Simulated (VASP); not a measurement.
# WSe2 in VASP: further runs

WSe2 is run at these levels: PBEsol; tasks: relaxation of shape and atoms at fixed volume.

All numbers are computed with VASP 6.6.1; they aren't measurements. Logs are shortened: lines on timing, memory, paths and dates and some standing lists are left out, and cuts for length are marked.

## Step 1: The cell of the first run

The cell holds a slab with vacuum, 6 atoms: a = 3.237 Å, b = 3.237 Å, c = 23.019 Å, α = 90.00°, β = 90.00°, γ = 120.00°.

## Step 2: Relaxation of shape and atoms at fixed volume, PBEsol (34.81 Å³/atom)

The input, INCAR:

```
SYSTEM = WSe2
ALGO     = Normal         ! electronic algorithm
EDIFF    = 1E-6           ! SCF threshold, eV
EDIFFG   = -0.01          ! ionic threshold
ENCUT    = 600            ! plane-wave cutoff, eV
GGA      = PS             ! functional
IBRION   = 2              ! ionic algorithm
ISIF     = 4              ! what is computed and relaxed
ISMEAR   = 0              ! smearing method
LASPH    = .TRUE.         ! aspherical terms in the spheres
LCHARG   = .FALSE.        ! write CHGCAR
LREAL    = .FALSE.        ! projectors in reciprocal space
LUSENCCL = .FALSE.      
LWAVE    = .FALSE.        ! write WAVECAR
NELM     = 60             ! most SCF steps
NSW      = 50             ! ionic steps
PREC     = Accurate       ! precision mode
SIGMA    = 0.02           ! smearing width, eV
```

The input, KPOINTS:

```
k-points
0
G
  12 12 2
  0 0 0
```

The input, POSCAR:

```
WSe2
1.0
    3.2367556821      0.0000000000      0.0000000000
   -1.6183778410      2.8031126466      0.0000000000
    0.0000000000      0.0000000000     23.0186011488
W Se
2 4
Direct
    0.6666666667      0.3333333333      0.1420178770
    0.3333333333      0.6666666667      0.8579821230
    0.3333333333      0.6666666667      0.2139006783
    0.6666666667      0.3333333333      0.9299654634
    0.3333333333      0.6666666667      0.0700345366
    0.6666666667      0.3333333333      0.7860993217
```

Potentials or basis: VASP PAW PBE potentials, release 64 (W_sv, Se).

Command:

```
cat potpaw_PBE.64/W_sv/POTCAR potpaw_PBE.64/Se/POTCAR > POTCAR
mpirun -np 1 vasp_std > vasp.out
```

OUTCAR:

```text
SYSTEM = WSe2
   EDIFF = 1E-6
   EDIFFG = -0.01
   ENCUT = 600
   GGA = PS
   IBRION = 2
   ISIF = 4
   ISMEAR = 0
   LASPH = .TRUE.
   LREAL = .FALSE.
   NELM = 60
   NSW = 50
   PREC = Accurate

 ion  position               nearest neighbor table
   1  0.667  0.333  0.142-   3 2.50   3 2.50   3 2.50   5 2.50   5 2.50   5 2.50
   2  0.333  0.667  0.858-   6 2.50   6 2.50   6 2.50   4 2.50   4 2.50   4 2.50
   3  0.333  0.667  0.214-   1 2.50   1 2.50   1 2.50
   4  0.667  0.333  0.930-   2 2.50   2 2.50   2 2.50
   5  0.333  0.667  0.070-   1 2.50   1 2.50   1 2.50
   6  0.667  0.333  0.786-   2 2.50   2 2.50   2 2.50

  LATTYP: Found a hexagonal cell.
 ALAT       =     3.2367556821
 C/A-ratio  =     7.1116276326

  Lattice vectors:

 A1 = (   3.2367556821,   0.0000000000,   0.0000000000)
 A2 = (  -1.6183778410,   2.8031126466,   0.0000000000)
 A3 = (   0.0000000000,   0.0000000000,  23.0186011488)

Analysis of symmetry for initial positions (statically):
=====================================================================
 Subroutine PRICEL returns:
 Original cell was already a primitive cell.

 Routine SETGRP: Setting up the symmetry group for a
 hexagonal supercell.

 Subroutine GETGRP returns: Found 12 space group operations
 (whereof 12 operations were pure point group operations)
 out of a pool of 24 trial point group operations.

The static configuration has the point symmetry D_3d.

Analysis of symmetry for dynamics (positions and initial velocities):
=====================================================================
 Subroutine PRICEL returns:
 Original cell was already a primitive cell.

 Routine SETGRP: Setting up the symmetry group for a
 hexagonal supercell.

 Subroutine GETGRP returns: Found 12 space group operations
 (whereof 12 operations were pure point group operations)
 out of a pool of 24 trial point group operations.

The dynamic configuration has the point symmetry D_3d.

 Subroutine INISYM returns: Found 12 space group operations
 (whereof 12 operations are pure point group operations),
 and found     1 'primitive' translations

----------------------------------------------------------------------------------------

                                     Primitive cell

  volume of cell :     208.8476

  direct lattice vectors                    reciprocal lattice vectors
     3.236755682  0.000000000  0.000000000     0.308951338  0.178373138 -0.000000000
    -1.618377841  2.803112647  0.000000000     0.000000000  0.356746277  0.000000000
     0.000000000  0.000000000 23.018601149     0.000000000 -0.000000000  0.043443126

  length of vectors
     3.236755682  3.236755682 23.018601149     0.356746277  0.356746277  0.043443126

  position of ions in fractional coordinates (direct lattice)
     0.666666667  0.333333333  0.142017877
     0.333333333  0.666666667  0.857982123
     0.333333333  0.666666667  0.213900678
     0.666666667  0.333333333  0.929965463
     0.333333333  0.666666667  0.070034537
     0.666666667  0.333333333  0.786099322

  ion indices of the primitive-cell ions
   primitive index   ion index
                 1           1
                 2           2
                 3           3
                 4           4
                 5           5
                 6           6

----------------------------------------------------------------------------------------

 KPOINTS: k-points

Automatic generation of k-mesh.
 Grid dimensions read from file:
 generate k-points for:   12   12    2

 Generating k-lattice:

  Cartesian coordinates                     Fractional coordinates (reciprocal lattice)
     0.025745945  0.014864428 -0.000000000     0.083333333  0.000000000  0.000000000
     0.000000000  0.029728856  0.000000000     0.000000000  0.083333333  0.000000000
     0.000000000 -0.000000000  0.021721563     0.000000000  0.000000000  0.500000000

  Length of vectors
     0.029728856  0.029728856  0.021721563

  Shift w.r.t. Gamma in fractional coordinates (k-lattice)
     0.000000000  0.000000000  0.000000000

 Subroutine IBZKPT returns following result:
 ===========================================

 Found     38 irreducible k-points:

 Following reciprocal coordinates:
            Coordinates               Weight
  0.000000  0.000000  0.000000      1.000000
  0.083333  0.000000  0.000000      6.000000
  0.166667  0.000000  0.000000      6.000000
  0.250000  0.000000  0.000000      6.000000
  0.333333  0.000000  0.000000      6.000000
  0.416667  0.000000  0.000000      6.000000
[... 16 lines left out ...]
  0.250000  0.000000  0.500000      6.000000
  0.333333  0.000000  0.500000      6.000000
 [... further k-points ...]
   k-points           NKPTS =     38   k-points in BZ     NKDIM =     38   number of bands    NBANDS=     31
   number of dos      NEDOS =    301   number of ions     NIONS =      6
   total plane-waves  NPLWV = 150528
   dimension x,y,z NGX =    28 NGY =   28 NGZ =  192
[... 21 lines left out ...]
   ISYM   =      2    0-nonsym 1-usesym 2-fastsym
   POTIM  = 0.5000    time-step for ionic-motion
   TEBEG  =    0.0;   TEEND  =   0.0 temperature during run
   PSTRESS=    0.0 pullay stress
   NELECT =      52.0000    total number of electrons
   NUPDOWN=      -1.0000    fix difference up-down
   EMIN   =  10.00;   EMAX   =-10.00  energy-range for DOS
   EFERMI =   0.00;   METHOD = LEGACY
   ISMEAR =     0;   SIGMA  =   0.02  broadening in eV -4-tet -1-fermi 0-gaus
   EFERMI_NEDOS =   21; number of points for ismear=-14 and -15
   IALGO  =     38    algorithm
   IMIX   =      4    mixing-type and parameters
     AMIX     =   0.40;   BMIX     =  1.00
     AMIX_MAG =   1.60;   BMIX_MAG =  1.00
  volume/ion in A,a.u.               =      34.81       234.90
  Fermi-wavevector in a.u.,A,eV,Ry     =   1.029910  1.946249 14.431912  1.060716
  Thomas-Fermi vector in A             =   2.163982
   LORBIT       =      0    0 simple, 1 ext, 2 COOP (PROOUT), +10 PAW based schemes
   GGA     = PS    functional components
   LHFCALC =     F    Hartree Fock is set to
   AEXX    =    0.0000 exact exchange contribution
   IVDW    =     0    specifies the selected vdW correction
   LEPSILON=     F    determine dielectric tensor
   LRPA    =     F    only Hartree local field effects (RPA)
 conjugate gradient relaxation of ions
 non-spin polarized calculation
 Gauss-broadening in eV      SIGMA  =   0.02
  energy-cutoff  :      600.00
  volume of cell :      208.85
 maximum number of plane-waves:      7040
 NGX is ok and might be reduce to    28
   NGX = 13   NGY = 13   NGZ = 91

--------------------------------------- Ionic step        1  -------------------------------------------

 number of electron      52.0000002 magnetization

 Free energy of the ion-electron system (eV)
  ---------------------------------------------------
  ext. energy  EPLUGINS =         0.00000000
  ---------------------------------------------------
  free energy    TOTEN  =       -46.44598040 eV

  energy without entropy =      -46.44598040  energy(sigma->0) =      -46.44598040

------------------------ aborting loop because EDIFF is reached ----------------------------------------

  FORCE on cell =-STRESS in cart. coord.  units (eV):
  Direction    XX          YY          ZZ          XY          YZ          ZX
  --------------------------------------------------------------------------------------
  -------------------------------------------------------------------------------------
  Total        3.6710734      3.6710734      4.3144231      0.0000000      0.0000000      0.0000000
  in kB       28.1626976     28.1626976     33.0981652      0.0000000      0.0000000      0.0000000
  external PRESSURE =      29.8078535 kB  Pullay stress =       0.0000000 kB
[... 101 lines left out ...]
  FREE ENERGIE OF THE ION-ELECTRON SYSTEM (eV)
  ---------------------------------------------------
  free  energy   TOTEN  =       -46.4817379738 eV

  energy  without entropy=      -46.4817379738  energy(sigma->0) =      -46.48173797

[... ionic steps 4 to 17 ...]

--------------------------------------- Ionic step       18  -------------------------------------------

 number of electron      51.9999999 magnetization

------------------------ aborting loop because EDIFF is reached ----------------------------------------

  FORCE on cell =-STRESS in cart. coord.  units (eV):
  Direction    XX          YY          ZZ          XY          YZ          ZX
  --------------------------------------------------------------------------------------
  -------------------------------------------------------------------------------------
  Total        0.0927631      0.0927631      0.0711033      0.0000000      0.0000000      0.0000000
  in kB        0.7116338      0.7116338      0.5454704      0.0000000      0.0000000      0.0000000
  external PRESSURE =       0.6562460 kB  Pullay stress =       0.0000000 kB
[... 65 lines left out ...]
  energy  without entropy=      -46.5119918316  energy(sigma->0) =      -46.51199183

--------------------------------------- Ionic step       20  -------------------------------------------

 number of electron      51.9999999 magnetization

 Free energy of the ion-electron system (eV)
  ---------------------------------------------------
  ext. energy  EPLUGINS =         0.00000000
  ---------------------------------------------------
  free energy    TOTEN  =       -46.51234315 eV

  energy without entropy =      -46.51234315  energy(sigma->0) =      -46.51234315

 E-fermi :   1.3746     XC(G=0):  -6.7519

 val. band max:        1.2860301740   @ k =   0.3333   0.3333   0.5000
 cond. band min:       2.6969870010   @ k =   0.1667   0.1667   0.0000
 fundamental gap:      1.4109568269
 Fermi energy:         1.3745628138

 k-point     1 :       0.0000    0.0000    0.0000
  band No.  band energies     occupation
      1     -72.7109      2.00000
      2     -72.7109      2.00000
      3     -36.9741      2.00000
      4     -36.9741      2.00000
      5     -36.8246      2.00000
      6     -36.8246      2.00000
[... 805 lines left out ...]
     30       3.6439      0.00000
     31       4.3562      0.00000

 [... further k-points ...]
[... 5 lines left out ...]
  --------------------------------------------------------------------------------------
  -------------------------------------------------------------------------------------
  Total        0.0734761      0.0734761      0.0427470      0.0000000      0.0000000     -0.0000000
  in kB        0.5636730      0.5636730      0.3279342      0.0000000      0.0000000     -0.0000000
  external PRESSURE =       0.4850934 kB  Pullay stress =       0.0000000 kB
[... 21 lines left out ...]
  FREE ENERGIE OF THE ION-ELECTRON SYSTEM (eV)
  ---------------------------------------------------
  free  energy   TOTEN  =       -46.5123431534 eV

  energy  without entropy=      -46.5123431534  energy(sigma->0) =      -46.51234315

 reached required accuracy - stopping structural energy minimisation
```

Run time: 7.3 min. Hardware: 1 × NVIDIA H100 80GB with 1 thread of AMD EPYC 7R13 (Zen 3), shared host; peak memory 1.5 GiB.

Results:

- Free energy: -46.5123 eV
- Energy gained by relaxing: 11.1 meV/atom
- Ionic steps: 20
- Largest force after relaxing: 0.010 eV/Å
- Band gap on the k mesh: 1.41 eV (least direct gap 1.64 eV)

Forces on the atoms (eV/Å):
```
W    0.000  0.000 -0.005
W    0.000  0.000  0.005
Se   0.000  0.000  0.010
Se   0.000  0.000  0.005
Se   0.000  0.000 -0.005
Se   0.000  0.000 -0.010
```

The path:
```
step  energy change (eV)  largest force (eV/Å)  pressure (GPa)  volume (Å³)
   1              0.0000                0.6448            2.98       208.85
   2             -0.0353                0.0207            1.22       208.85
   3             -0.0358                0.0575            1.38       208.85
   4             -0.0520                0.0579            0.95       208.85
   5             -0.0597                0.0600            0.43       208.85
   6             -0.0598                0.0594            0.38       208.85
   7             -0.0598                0.0602            0.36       208.85
   8             -0.0599                0.0851            0.25       208.85
   9             -0.0600                0.0462            0.29       208.85
  10             -0.0602                0.0386            0.26       208.85
  11             -0.0605                0.0957            0.18       208.85
  12             -0.0605                0.0946            0.17       208.85
  13             -0.0607                0.0926            0.17       208.85
  14             -0.0611                0.0881            0.17       208.85
  15             -0.0618                0.0796            0.16       208.85
  16             -0.0631                0.0630            0.14       208.85
  17             -0.0649                0.0311            0.11       208.85
  18             -0.0663                0.0331            0.07       208.85
  19             -0.0660                0.1040            0.01       208.85
  20             -0.0664                0.0097            0.05       208.85
```

Final structure:
```
CELL_PARAMETERS angstrom
3.27226 0.00000 0.00000
-1.63613 2.83386 0.00000
0.00000 0.00000 22.52175
ATOMIC_POSITIONS crystal
W 0.66667 0.33333 0.14672
W 0.33333 0.66667 0.85328
Se 0.33333 0.66667 0.22107
Se 0.66667 0.33333 0.92775
Se 0.33333 0.66667 0.07225
Se 0.66667 0.33333 0.77893
```

Levels at points of the mesh, in eV from the valence-band top:
| k point | band 22 | band 23 | band 24 | band 25 | band 26 | band 27 | band 28 | band 29 | band 30 | band 31 |
| --- | --- | --- | --- | --- | --- | --- | --- | --- | --- | --- |
| (0.00, 0.00, 0.00) | -1.23 | -1.21 | -1.21 | -0.64 | -0.01 | 2.98 | 2.98 | 3.01 | 3.01 | 3.15 |
| (0.50, 0.00, 0.00) | -2.21 | -1.11 | -1.06 | -0.95 | -0.85 | 2.47 | 2.48 | 2.71 | 2.89 | 3.43 |
| (0.00, 0.00, 0.50) | -1.23 | -1.21 | -1.21 | -0.64 | -0.01 | 2.98 | 2.98 | 3.01 | 3.01 | 3.15 |
| (0.50, 0.00, 0.50) | -2.21 | -1.11 | -1.06 | -0.95 | -0.85 | 2.47 | 2.48 | 2.71 | 2.89 | 3.43 |

Caveat: there is no dipole correction, which matters where the two faces differ; the relaxation moved the vacuum too, so the length across it says nothing of the material; the PAW data sets were made with another functional, which shifts forces and pressure a little; spin-orbit coupling is left out, which moves the levels of the heavy elements.

## Step 3: Relaxation of shape and atoms at fixed volume, PBEsol (35.92 Å³/atom)

This run uses another cell than the first one.

The input, INCAR:

```
PREC = Accurate ; ENCUT = 600
EDIFF = 1E-7 ; ISMEAR = 0
SIGMA = 0.02 ; LREAL = False
LASPH = True ; NELM = 60
ALGO = Normal ; ISIF = 4
LWAVE = False ; LCHARG = False
GGA = PS ; IBRION = 2
NSW = 50 ; EDIFFG = -0.01
LUSENCCL = False
```

The input, KPOINTS:

```
regular mesh
0
Gamma
  12 12 2
```

The input, POSCAR:

```
WSe2
1.0
    3.2375753031      0.0000000000      0.0000000000
   -1.6187876515      2.8038224591      0.0000000000
    0.0000000000      0.0000000000     23.7412121916
W Se
2 4
Direct
    0.6666666667      0.3333333333      0.1376486585
    0.3333333333      0.6666666667      0.8623513415
    0.3333333333      0.6666666667      0.2073654521
    0.6666666667      0.3333333333      0.9321646897
    0.3333333333      0.6666666667      0.0678353103
    0.6666666667      0.3333333333      0.7926345479
```

Potentials or basis: VASP PAW PBE potentials, release 64 (W_sv, Se).

Command:

```
cat potpaw_PBE.64/W_sv/POTCAR potpaw_PBE.64/Se/POTCAR > POTCAR
mpirun -np 1 vasp_std > vasp.out
```

It took 13 min on 1 × NVIDIA H100 80GB with 1 thread of AMD EPYC 7R13 (Zen 3), shared host; peak memory 1.5 GiB.

It converged, with:

```
Free energy                  : -46.5124 eV
Energy gained by relaxing    : 10.5 meV/atom
Ionic steps                  : 24
Largest force after relaxing : 0.005 eV/Å
Band gap on the k mesh       : 1.41 eV (least direct gap 1.64 eV)
```

Forces on the atoms (eV/Å):
```
W    0.000  0.000 -0.002
W    0.000  0.000  0.002
Se   0.000  0.000 -0.002
Se   0.000  0.000 -0.005
Se   0.000  0.000  0.005
Se   0.000  0.000  0.002
```

Step by step:
```
step  energy change (eV)  largest force (eV/Å)  pressure (GPa)  volume (Å³)
   1              0.0000                0.6280            2.82       215.51
   2             -0.0335                0.0199            1.16       215.51
   3             -0.0340                0.0563            1.32       215.51
   4             -0.0494                0.0558            0.90       215.51
   5             -0.0568                0.0560            0.36       215.51
   6             -0.0569                0.0784            0.27       215.51
   7             -0.0569                0.0491            0.30       215.51
   8             -0.0572                0.0333            0.26       215.51
   9             -0.0576                0.0920            0.13       215.51
  10             -0.0577                0.0897            0.13       215.51
  11             -0.0580                0.0828            0.13       215.51
  12             -0.0586                0.0689            0.12       215.51
  13             -0.0595                0.0413            0.11       215.51
  14             -0.0605                0.0305            0.09       215.51
  15             -0.0606                0.0400            0.09       215.51
  16             -0.0609                0.0366            0.07       215.51
  17             -0.0615                0.0256            0.01       215.51
  18             -0.0623                0.0139           -0.11       215.51
  19             -0.0622                0.0769           -0.34       215.51
  20             -0.0625                0.0431           -0.22       215.51
  21             -0.0628                0.0307           -0.19       215.51
  22             -0.0630                0.0611           -0.11       215.51
  23             -0.0632                0.0336           -0.06       215.51
  24             -0.0633                0.0050           -0.01       215.51
```

Final structure:
```
CELL_PARAMETERS angstrom
3.27316 0.00000 0.00000
-1.63658 2.83464 0.00000
0.00000 0.00000 23.22782
ATOMIC_POSITIONS crystal
W 0.66667 0.33333 0.14222
W 0.33333 0.66667 0.85778
Se 0.33333 0.66667 0.21432
Se 0.66667 0.33333 0.93000
Se 0.33333 0.66667 0.07000
Se 0.66667 0.33333 0.78568
```

Levels at points of the mesh, in eV from the valence-band top:
```csv
k point,band 22,band 23,band 24,band 25,band 26,band 27,band 28,band 29,band 30,band 31
"(0.00, 0.00, 0.00)",-1.23,-1.21,-1.21,-0.64,-0.01,2.98,2.98,3.01,3.01,3.15
"(0.50, 0.00, 0.00)",-2.21,-1.11,-1.06,-0.95,-0.85,2.46,2.48,2.70,2.88,3.43
"(0.00, 0.00, 0.50)",-1.23,-1.21,-1.21,-0.64,-0.01,2.98,2.98,3.01,3.01,3.15
"(0.50, 0.00, 0.50)",-2.21,-1.11,-1.06,-0.95,-0.85,2.46,2.48,2.70,2.88,3.43
```

Caveat: there is no dipole correction, which matters where the two faces differ; the relaxation moved the vacuum too, so the length across it says nothing of the material; the PAW data sets were made with another functional, which shifts forces and pressure a little; spin-orbit coupling is left out, which moves the levels of the heavy elements.
